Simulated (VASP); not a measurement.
Here is a VASP 6.6.1 calculation.

File INCAR:

```
SYSTEM = CdSe
PREC     = Accurate       ! precision mode
ENCUT    = 600            ! plane-wave cutoff, eV
EDIFF    = 1E-7           ! SCF threshold, eV
ISMEAR   = 0              ! smearing method
SIGMA    = 0.05           ! smearing width, eV
LREAL    = .False.        ! projectors in reciprocal space
LASPH    = .True.         ! aspherical terms in the spheres
NELM     = 60             ! most SCF steps
ALGO     = Normal         ! electronic algorithm
ISIF     = 4              ! what is computed and relaxed
LWAVE    = .False.        ! write WAVECAR
LCHARG   = .False.        ! write CHGCAR
GGA      = PE             ! functional
IBRION   = 2              ! ionic algorithm
NSW      = 60             ! ionic steps
EDIFFG   = -0.01          ! ionic threshold
```

Contents of KPOINTS:

```
regular mesh
0
Gamma
  10 10 6
  0 0 0
```

File POSCAR:

```
CdSe
1.0
    4.4410316438      0.0000000000      0.0000000000
   -2.2205158219      3.8460462226      0.0000000000
    0.0000000000      0.0000000000      7.2485665636
Cd Se
2 2
Direct
    0.6666666667      0.3333333333     -0.0003929495
    0.3333333333      0.6666666667      0.4996070505
    0.6666666667      0.3333333333      0.3753929495
    0.3333333333      0.6666666667      0.8753929495
```

Potentials or basis: VASP PAW PBE potentials, release 64 (Cd, Se).

The run is started by

```bash
$ cat potpaw_PBE.64/Cd/POTCAR potpaw_PBE.64/Se/POTCAR > POTCAR
$ mpirun -np 1 vasp_std > vasp.out
```

(1) What does it give for the band gap on the k mesh?

Results:

(1) 0.45 eV, direct.

Caveat: the relaxation stopped at its first step, so nothing moved.
